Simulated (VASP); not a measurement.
CdSe (krp): single point with RPBE

CdSe (krp):

```xyz
2
Lattice="0.0000 3.1423 3.1423 3.1423 0.0000 3.1423 3.1423 3.1423 0.0000" Properties=species:S:1:pos:R:3 pbc="T T T"
Cd    0.0000    0.0000    0.0000
Se    1.5711    1.5711    1.5711
```

* Program: VASP 6.6.1
* Task: single point
* Functional: RPBE
* Potentials or basis: VASP PAW PBE potentials, release 64 (Cd, Se)
* Cutoff: 520 eV
* k mesh: 10 × 10 × 10
* Occupations: gaussian, width 0.02 eV
* Spin: no spin polarisation
* Dipole correction: no
* Further INCAR settings: ALGO = Normal; EDIFF = 1e-06; NBANDS = 16

The pressure is 0.2 GPa and the band gap on the k mesh is 0.58 eV, direct.

Levels at points of the mesh, in eV from the valence-band top:
```tsv
k point	band 5	band 6	band 7	band 8	band 9	band 10	band 11	band 12	band 13	band 14
(0.00, 0.00, 0.00)	-7.39	-7.39	0.00	0.00	0.00	0.58	6.00	6.00	6.00	9.67
(0.50, 0.00, 0.00)	-7.37	-7.16	-3.79	-0.61	-0.61	2.39	6.50	6.50	7.33	10.05
(0.50, 0.50, 0.00)	-7.35	-7.10	-3.61	-1.52	-1.52	3.49	3.73	8.90	9.76	9.76
```

It took 20 s on 1 thread of Intel(R) Xeon(R) 6975P-C (Granite Rapids) (shared host), peak memory 0.22 GiB.

Caveat: the PAW data sets were made with another functional, which shifts forces and pressure a little. A hybrid or GW would open this gap; RPBE tends to underestimate it.
